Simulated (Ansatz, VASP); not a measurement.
## MgS in VASP and in Ansatz

```
CELL_PARAMETERS angstrom
0.00000 2.61486 2.61486
2.61486 0.00000 2.61486
2.61486 2.61486 0.00000
ATOMIC_POSITIONS crystal
Mg 0.00000 0.00000 0.00000
S 0.50000 0.50000 0.50000
```

Alike in both runs: functional PBE; k mesh 8 × 8 × 8; no spin polarisation.

Ansatz relaxed the structure, and its values are those at the end. VASP's run is a single point on that final structure, the one shown.

|  | VASP | Ansatz |
| --- | --- | --- |
| version | VASP 6.6.1 | Ansatz 0.2.0 |
| potentials or method | VASP PAW PBE potentials, release 64 (Mg, S), cutoff 600 eV | scalar-relativistic, plane waves, PAW |
| occupations | gaussian, width 0.01 eV | fixed |
| valence electrons in the cell | 8 | 16 |

```tsv
	VASP	Ansatz	Ansatz less VASP
gap on the k mesh at the Fermi level (eV)	2.74	2.76	+0.015
least direct gap on the mesh (eV)	3.59	3.60	+0.012
pressure (GPa)	-0.3	0.0	+0.27
```

VASP's potentials hold 8 valence electrons a cell and Ansatz's 16, so a difference there can come from the potentials and not from the codes.
